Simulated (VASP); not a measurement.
## Ru: single point with PBE

Ru, a slab with vacuum:

```
Ru
1.0
     2.70580    0.00000    0.00000
     0.00000    4.28190    0.00000
     0.00000    0.00000   30.15426
Ru
10
Direct
  0.00000 0.75000 0.33163
  0.50000 0.25000 0.35753
  0.50000 0.75000 0.40934
  0.00000 0.25000 0.43524
  0.00000 0.75000 0.48705
  0.50000 0.25000 0.51334
  0.50000 0.75000 0.56622
  0.00000 0.25000 0.59200
  0.00000 0.75000 0.64364
  0.50000 0.25000 0.66652
```

```json
{
 "Program": "VASP 6.6.1",
 "Task": "single point",
 "Functional": "PBE",
 "Potentials or basis": "VASP PAW PBE potentials, release 64 (Ru_pv)",
 "Cutoff": "520 eV",
 "k mesh": "9 × 6 × 1",
 "Occupations": "gaussian, width 0.1 eV",
 "Spin": "no spin polarisation"
}
```

```yaml
Largest_force: 0.695 eV/Å
Band_gap_on_the_k_mesh: zero (bands 70 and 71 overlap by 1.68 eV)
```

Forces on the atoms (eV/Å):
```
Ru   0.000  0.000  0.695
Ru   0.000  0.000 -0.205
Ru   0.000  0.000 -0.461
Ru   0.000  0.000 -0.255
Ru   0.000  0.000  0.206
Ru   0.000  0.000  0.012
Ru   0.000  0.000  0.001
Ru   0.000  0.000 -0.017
Ru   0.000  0.000 -0.022
Ru   0.000  0.000  0.046
```

Levels at points of the mesh, in eV from the Fermi level:
```tsv
k point	band 66	band 67	band 68	band 69	band 70	band 71	band 72	band 73	band 74	band 75
(0.00, 0.00, 0.00)	-1.34	-1.27	-1.18	-1.09	-0.96	-0.91	-0.52	-0.17	-0.16	0.12
(0.00, 0.50, 0.00)	-0.93	-0.82	-0.74	-0.28	-0.18	0.35	0.45	0.46	0.49	0.50
```

Wall time 26 min on 1 thread of Intel(R) Xeon(R) Platinum 8488C (Sapphire Rapids), on a shared host, peak memory 0.57 GiB.
